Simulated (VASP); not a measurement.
# GaGeO4 (P-6m2) in VASP: notebook

GaGeO4 is run at these levels: PBE; tasks: single point, relaxation of cell and atoms.

All numbers are computed with VASP 6.6.1; they aren't measurements. Logs are shortened: lines on timing, memory, paths and dates and some standing lists are left out, and cuts for length are marked.

## (1) The cell of the first run

Symmetry: P-6m2, No. 187, hexagonal system. Conventional cell: a = 5.525 Å, b = 5.525 Å, c = 2.744 Å, α = 90.00°, β = 90.00°, γ = 120.00°. Ga (site symmetry -6m2) has 2 Ga at 2.74 Å and 15 O at 3.09 to 3.19 Å and 3 Ge at 3.19 Å within 3.6 Å. Ge (site symmetry -6m2) has 6 O at 1.97 Å within 2.6 Å. O (site symmetry -6m2) has 8 O at 2.25 to 2.74 Å within 3.0 Å. O (site symmetry mm2) has 2 Ge at 1.97 Å and 4 O at 2.25 to 2.44 Å within 2.6 Å.

The cell was generated, and may not be a known phase.

## (2) Single point, PBE

Contents of INCAR:

```
SYSTEM = GaGeO4
PREC = Accurate
ENCUT = 520
EDIFF = 1E-7
ISMEAR = 0
SIGMA = 0.1
LREAL = .FALSE.
LASPH = .TRUE.
NELM = 60
ALGO = Normal
ISIF = 2
LWAVE = .FALSE.
LCHARG = .TRUE.
GGA = PE
LELF = .TRUE.
LVHAR = .TRUE.
NBANDS = 34
```

Contents of KPOINTS:

```
Automatic mesh
0
G
  6 6 4
  0 0 0
```

Contents of POSCAR:

```
GaGeO4
1.0
    5.5249340333      0.0000000000      0.0000000000
   -2.7624670166      4.7847332271      0.0000000000
    0.0000000000      0.0000000000      2.7438002503
Ga Ge O
1 1 4
Direct
    0.0000000000      0.0000000000      0.0000000000
    0.3333333333      0.6666666667      0.0000000000
    0.6666666667      0.3333333333      0.0000000000
    0.4804625421     -0.0390749158      0.5000000000
    1.0390749158      0.5195374579      0.5000000000
    0.4804625421      0.5195374579      0.5000000000
```

Potentials or basis: VASP PAW PBE potentials, release 64 (Ga_d, Ge_d, O).

The run is started by

```bash
$ cat potpaw_PBE.64/Ga_d/POTCAR potpaw_PBE.64/Ge_d/POTCAR potpaw_PBE.64/O/POTCAR > POTCAR
$ mpirun -np 1 vasp_std > vasp.out
```

OUTCAR:

```text
SYSTEM = GaGeO4
   PREC = Accurate
   ENCUT = 520
   EDIFF = 1E-7
   ISMEAR = 0
   LREAL = .FALSE.
   LASPH = .TRUE.
   NELM = 60
   ISIF = 2
   GGA = PE

 ion  position               nearest neighbor table
   1  0.000  0.000  0.000-
   2  0.333  0.667  0.000-   5 1.97   5 1.97   4 1.97   4 1.97   6 1.97   6 1.97
   3  0.667  0.333  0.000-
   4  0.480  0.961  0.500-   2 1.97   2 1.97
   5  0.039  0.520  0.500-   2 1.97   2 1.97
   6  0.480  0.520  0.500-   2 1.97   2 1.97

  LATTYP: Found a hexagonal cell.
 ALAT       =     5.5249340333
 C/A-ratio  =     0.4966213594

  Lattice vectors:

 A1 = (   5.5249340333,   0.0000000000,   0.0000000000)
 A2 = (  -2.7624670166,   4.7847332271,   0.0000000000)
 A3 = (   0.0000000000,   0.0000000000,   2.7438002503)

Analysis of symmetry for initial positions (statically):
=====================================================================
 Subroutine PRICEL returns:
 Original cell was already a primitive cell.

 Routine SETGRP: Setting up the symmetry group for a
 hexagonal supercell.

 Subroutine GETGRP returns: Found 12 space group operations
 (whereof 12 operations were pure point group operations)
 out of a pool of 24 trial point group operations.

The static configuration has the point symmetry D_3h.

Analysis of symmetry for dynamics (positions and initial velocities):
=====================================================================
 Subroutine PRICEL returns:
 Original cell was already a primitive cell.

 Routine SETGRP: Setting up the symmetry group for a
 hexagonal supercell.

 Subroutine GETGRP returns: Found 12 space group operations
 (whereof 12 operations were pure point group operations)
 out of a pool of 24 trial point group operations.

The dynamic configuration has the point symmetry D_3h.

 Subroutine INISYM returns: Found 12 space group operations
 (whereof 12 operations are pure point group operations),
 and found     1 'primitive' translations

----------------------------------------------------------------------------------------

                                     Primitive cell

  volume of cell :      72.5333

  direct lattice vectors                    reciprocal lattice vectors
     5.524934033  0.000000000  0.000000000     0.180997636  0.104499034  0.000000000
    -2.762467017  4.784733227  0.000000000     0.000000000  0.208998068  0.000000000
     0.000000000  0.000000000  2.743800250     0.000000000  0.000000000  0.364458018

  length of vectors
     5.524934033  5.524934033  2.743800250     0.208998068  0.208998068  0.364458018

  position of ions in fractional coordinates (direct lattice)
     0.000000000  0.000000000  0.000000000
     0.333333333  0.666666667  0.000000000
     0.666666667  0.333333333  0.000000000
     0.480462542  0.960925084  0.500000000
     0.039074916  0.519537458  0.500000000
     0.480462542  0.519537458  0.500000000

  ion indices of the primitive-cell ions
   primitive index   ion index
                 1           1
                 2           2
                 3           3
                 4           4
                 5           5
                 6           6

----------------------------------------------------------------------------------------

 KPOINTS: Automatic mesh

Automatic generation of k-mesh.
 Grid dimensions read from file:
 generate k-points for:    6    6    4

 Generating k-lattice:

  Cartesian coordinates                     Fractional coordinates (reciprocal lattice)
     0.030166273  0.017416506  0.000000000     0.166666667  0.000000000  0.000000000
     0.000000000  0.034833011  0.000000000     0.000000000  0.166666667  0.000000000
     0.000000000  0.000000000  0.091114504     0.000000000  0.000000000  0.250000000

  Length of vectors
     0.034833011  0.034833011  0.091114504

  Shift w.r.t. Gamma in fractional coordinates (k-lattice)
     0.000000000  0.000000000  0.000000000

 Subroutine IBZKPT returns following result:
 ===========================================

 Found     21 irreducible k-points:

 Following reciprocal coordinates:
            Coordinates               Weight
  0.000000  0.000000  0.000000      1.000000
  0.166667 -0.000000  0.000000      6.000000
  0.333333 -0.000000  0.000000      6.000000
  0.500000 -0.000000  0.000000      3.000000
  0.166667  0.166667  0.000000      6.000000
  0.333333  0.166667  0.000000     12.000000
[... 13 lines left out ...]
  0.333333  0.166667  0.500000     12.000000
  0.333333  0.333333  0.500000      2.000000
   k-points           NKPTS =     21   k-points in BZ     NKDIM =     21   number of bands    NBANDS=     34
   number of dos      NEDOS =    301   number of ions     NIONS =      6
   total plane-waves  NPLWV =  35280
   dimension x,y,z NGX =    42 NGY =   42 NGZ =   20
   dimension x,y,z NGXF=    84 NGYF=   84 NGZF=   40
   ions per type =               1   1   4
   NGX,Y,Z   is equivalent  to a cutoff of  12.64, 12.64, 12.12 a.u.
   NGXF,Y,Z  is equivalent  to a cutoff of  25.28, 25.28, 24.24 a.u.
 SYSTEM =  GaGeO4
   PREC   = accura    normal or accurate (medium, high low for compatibility)
   ISTART =      0    job   : 0-new  1-cont  2-samecut
   ICHARG =      2    charge: 1-file 2-atom 10-const
   ISPIN  =      1    spin polarized calculation?
   LNONCOLLINEAR =      F non collinear calculations
   LSORBIT =      F    spin-orbit coupling
   LASPH  =      T    aspherical Exc in radial PAW
   ENCUT  =  520.0 eV  38.22 Ry    6.18 a.u.  10.27 10.27  5.10*2*pi/ulx,y,z
   NELM   =     60;   NELMIN=  2; NELMDL= -5     # of ELM steps
   EDIFF  = 0.1E-06   stopping-criterion for ELM
   LREAL  =      F    real-space projection
   EDIFFG = 0.1E-05   stopping-criterion for IOM
   NSW    =      0    number of steps for IOM
   IBRION =     -1    ionic relax: 0-MD 1-quasi-New 2-CG
   NFREE  =      0    steps in history (QN), initial steepest desc. (CG)
   ISIF   =      2    stress and relaxation
   ISYM   =      2    0-nonsym 1-usesym 2-fastsym
   POTIM  = 0.5000    time-step for ionic-motion
   TEBEG  =    0.0;   TEEND  =   0.0 temperature during run
   PSTRESS=    0.0 pullay stress
   NELECT =      51.0000    total number of electrons
   NUPDOWN=      -1.0000    fix difference up-down
   EMIN   =  10.00;   EMAX   =-10.00  energy-range for DOS
   EFERMI =   0.00;   METHOD = LEGACY
   ISMEAR =     0;   SIGMA  =   0.10  broadening in eV -4-tet -1-fermi 0-gaus
   EFERMI_NEDOS =   21; number of points for ismear=-14 and -15
   IALGO  =     38    algorithm
   IMIX   =      4    mixing-type and parameters
     AMIX     =   0.40;   BMIX     =  1.00
     AMIX_MAG =   1.60;   BMIX_MAG =  1.00
  volume/ion in A,a.u.               =      12.09        81.58
  Fermi-wavevector in a.u.,A,eV,Ry     =   1.455747  2.750962 28.833441  2.119198
  Thomas-Fermi vector in A             =   2.572745
   LORBIT       =      0    0 simple, 1 ext, 2 COOP (PROOUT), +10 PAW based schemes
   GGA     = PE    functional components
   LHFCALC =     F    Hartree Fock is set to
   AEXX    =    0.0000 exact exchange contribution
   IVDW    =     0    specifies the selected vdW correction
   LEPSILON=     F    determine dielectric tensor
   LRPA    =     F    only Hartree local field effects (RPA)
 non-spin polarized calculation
 Gauss-broadening in eV      SIGMA  =   0.10
  energy-cutoff  :      520.00
  volume of cell :       72.53
 maximum number of plane-waves:      1972
 NGX is ok and might be reduce to    42
   NGX = 21   NGY = 21   NGZ = 11

 number of electron      51.0000017 magnetization

 Free energy of the ion-electron system (eV)
  ---------------------------------------------------
  ext. energy  EPLUGINS =         0.00000000
  ---------------------------------------------------
  free energy    TOTEN  =       -26.45964055 eV

  energy without entropy =      -26.43539594  energy(sigma->0) =      -26.44751825

 E-fermi :   3.4155     XC(G=0): -10.9161

 val. band max:        3.4117771635   @ k =   0.1667   0.1667   0.0000
 cond. band min:       3.4358673822   @ k =   0.1667  -0.0000   0.2500
 fundamental gap:      0.0240902187
 Fermi energy:         3.4154567688

 k-point     1 :       0.0000    0.0000    0.0000
  band No.  band energies     occupation
      1     -21.3465      2.00000
      2     -21.2473      2.00000
      3     -21.2473      2.00000
      4     -21.1652      2.00000
      5     -21.1652      2.00000
      6     -16.7721      2.00000
[... 26 lines left out ...]
     33      15.7921      0.00000
     34      15.9268      0.00000

 k-point     2 :       0.1667   -0.0000    0.0000
  band No.  band energies     occupation
      1     -21.3465      2.00000
      2     -21.2475      2.00000
      3     -21.2473      2.00000
      4     -21.1652      2.00000
      5     -21.1652      2.00000
      6     -16.7194      2.00000
[... 26 lines left out ...]
     33      15.7848      0.00000
     34      15.8346      0.00000

 k-point     3 :       0.3333   -0.0000    0.0000
  band No.  band energies     occupation
      1     -21.3463      2.00000
      2     -21.2479      2.00000
      3     -21.2471      2.00000
      4     -21.1652      2.00000
      5     -21.1652      2.00000
      6     -16.5948      2.00000
[... 26 lines left out ...]
     33      15.5072      0.00000
     34      15.6902      0.00000

 k-point     4 :       0.5000   -0.0000    0.0000
  band No.  band energies     occupation
      1     -21.3463      2.00000
      2     -21.2481      2.00000
      3     -21.2471      2.00000
      4     -21.1652      2.00000
      5     -21.1652      2.00000
      6     -16.5183      2.00000
[... 26 lines left out ...]
     33      15.2486      0.00000
     34      15.6399      0.00000

 k-point     5 :       0.1667    0.1667    0.0000
  band No.  band energies     occupation
      1     -21.3464      2.00000
      2     -21.2478      2.00000
      3     -21.2472      2.00000
      4     -21.1652      2.00000
      5     -21.1652      2.00000
      6     -16.6289      2.00000
[... 510 lines left out ...]
 k-point    19 :       0.1667    0.1667    0.5000
  band No.  band energies     occupation
      1     -21.3895      2.00000
      2     -21.3891      2.00000
      3     -21.2074      2.00000
      4     -21.2073      2.00000
      5     -21.0588      2.00000
      6     -15.3338      2.00000
[... 26 lines left out ...]
     33      13.0066      0.00000
     34      13.7994      0.00000

 k-point    20 :       0.3333    0.1667    0.5000
  band No.  band energies     occupation
      1     -21.3899      2.00000
      2     -21.3892      2.00000
      3     -21.2074      2.00000
      4     -21.2073      2.00000
      5     -21.0587      2.00000
      6     -15.3021      2.00000
[... 26 lines left out ...]
     33      12.6613      0.00000
     34      13.2914      0.00000

 k-point    21 :       0.3333    0.3333    0.5000
  band No.  band energies     occupation
      1     -21.3899      2.00000
      2     -21.3892      2.00000
      3     -21.2074      2.00000
      4     -21.2073      2.00000
      5     -21.0587      2.00000
      6     -15.2910      2.00000
[... 26 lines left out ...]
     33      12.2947      0.00000
     34      13.2766      0.00000

------------------------ aborting loop because EDIFF is reached ----------------------------------------

  FORCE on cell =-STRESS in cart. coord.  units (eV):
  Direction    XX          YY          ZZ          XY          YZ          ZX
  --------------------------------------------------------------------------------------
  -------------------------------------------------------------------------------------
  Total        0.1853833      0.1853833      0.1899263      0.0000000     -0.0000000     -0.0000000
  in kB        4.0949044      4.0949044      4.1952561      0.0000000     -0.0000000     -0.0000000
  external PRESSURE =       4.1283550 kB  Pullay stress =       0.0000000 kB

 VOLUME and BASIS-vectors are now :
 -----------------------------------------------------------------------------
  energy-cutoff  :      520.00
  volume of cell :       72.53
      direct lattice vectors                 reciprocal lattice vectors
     5.524934033  0.000000000  0.000000000     0.180997636  0.104499034  0.000000000
    -2.762467017  4.784733227  0.000000000     0.000000000  0.208998068  0.000000000
     0.000000000  0.000000000  2.743800250     0.000000000  0.000000000  0.364458018

 POSITION                                       TOTAL-FORCE (eV/Angst)
 -----------------------------------------------------------------------------------
      0.00000      0.00000      0.00000        -0.000000      0.000000      0.000000
     -0.00000      3.18982      0.00000        -0.000000      0.000000      0.000000
      2.76247      1.59491      0.00000        -0.000000      0.000000      0.000000
      0.00000      4.59777      1.37190         0.000000      0.058640     -0.000000
     -1.21932      2.48585      1.37190        -0.050783     -0.029320     -0.000000
      1.21932      2.48585      1.37190         0.050783     -0.029320     -0.000000
 -----------------------------------------------------------------------------------
    total drift:                               -0.000001      0.000001     -0.000000

  FREE ENERGIE OF THE ION-ELECTRON SYSTEM (eV)
  ---------------------------------------------------
  free  energy   TOTEN  =       -26.4596405543 eV

  energy  without entropy=      -26.4353959362  energy(sigma->0) =      -26.44751825
```

Wall time 36 s (1 thread of Intel Xeon Platinum 8488C (Sapphire Rapids), shared host); peak memory 0.2 GiB.

What came out:

```yaml
Free_energy: -26.4596 eV
Pressure: 0.4 GPa
Largest_force: 0.059 eV/Å
Band_gap_on_the_k_mesh: zero (an odd number of electrons rules out a gap without spin polarisation)
```

Forces on the atoms (eV/Å):
```
Ga   0.000  0.000  0.000
Ge   0.000  0.000  0.000
O    0.000  0.000  0.000
O    0.000  0.059  0.000
O   -0.051 -0.029  0.000
O    0.051 -0.029  0.000
```

Caveat: the k points lie up to 0.57 Å⁻¹ apart, too coarse for converged energies and pressures of a metal; an odd number of electrons without spin polarisation forces a metal; a magnetic or distorted state may lie lower.

## (3) Single point, PBE

This run uses another cell than the first one, of 13.06 Å³/atom.

Contents of INCAR:

```
ALGO = Normal ; EDIFF = 1E-6
ENCUT = 520 ; GGA = PE
ISIF = 2 ; ISMEAR = 0
LASPH = T ; LCHARG = T
LELF = T ; LREAL = F
LVHAR = T ; LWAVE = F
NBANDS = 34 ; NELM = 100
PREC = Accurate ; SIGMA = 0.1
```

Contents of KPOINTS:

```
k-points
0
Gamma
  6 6 4
```

Contents of POSCAR:

```
GaGeO4
1.0
    4.8593319600      0.0000000000      0.0000000000
   -2.4296659800      4.2083049200      0.0000000000
    0.0000000000      0.0000000000      3.8317387200
Ga Ge O
1 1 4
Direct
    0.0000000000      0.0000000000      0.0000000000
    0.3333333300      0.6666666700      0.0000000000
    0.6666666700      0.3333333300      0.0000000000
    0.5016055000      0.0032110000      0.5000000000
    0.9967890000      0.4983945000      0.5000000000
    0.5016055000      0.4983945000      0.5000000000
```

Potentials or basis: VASP PAW PBE potentials, release 64 (Ga_d, Ge_d, O).

The run is started by

```bash
$ cat potpaw_PBE.64/Ga_d/POTCAR potpaw_PBE.64/Ge_d/POTCAR potpaw_PBE.64/O/POTCAR > POTCAR
$ mpirun -np 1 vasp_std > vasp.out
```

Wall time 32 s (1 thread of Intel Xeon Platinum 8488C (Sapphire Rapids), shared host); peak memory 0.21 GiB.

Results (log left out):

```yaml
Free_energy: -22.2246 eV
Pressure: -9.2 GPa
Largest_force: 0.759 eV/Å
Band_gap_on_the_k_mesh: zero (an odd number of electrons rules out a gap without spin polarisation)
```

Forces on the atoms (eV/Å):
```
Ga   0.000  0.000  0.000
Ge   0.000  0.000  0.000
O    0.000  0.000  0.000
O    0.000 -0.759  0.000
O    0.657  0.379  0.000
O   -0.657  0.379  0.000
```

Stress tensor (GPa, compression positive):
```
 -5.88   0.00   0.00
  0.00  -5.88   0.00
  0.00   0.00 -15.97
```

Levels at points of the mesh, in eV from the Fermi level:
```csv
k point,band 21,band 22,band 23,band 24,band 25,band 26,band 27,band 28,band 29,band 30
"(0.00, 0.00, 0.00)",-1.69,-1.67,-1.67,-0.89,-0.43,0.15,0.35,0.35,2.07,2.07
"(0.50, 0.00, 0.00)",-2.13,-1.79,-1.72,-1.03,-0.98,0.17,0.31,0.38,2.77,3.50
"(0.00, 0.00, 0.50)",-1.50,-0.77,-0.77,-0.66,0.17,0.38,0.42,0.42,2.17,2.17
"(0.50, 0.00, 0.50)",-1.73,-1.65,-1.30,-0.74,-0.08,0.14,0.37,0.75,2.52,3.87
```

Caveat: the k points lie up to 0.41 Å⁻¹ apart, too coarse for converged energies and pressures of a metal; an odd number of electrons without spin polarisation forces a metal; a magnetic or distorted state may lie lower.

(Part 1 of 2 ends here.)

The gap in the log of VASP goes by the Fermi energy; the results here count the filled bands.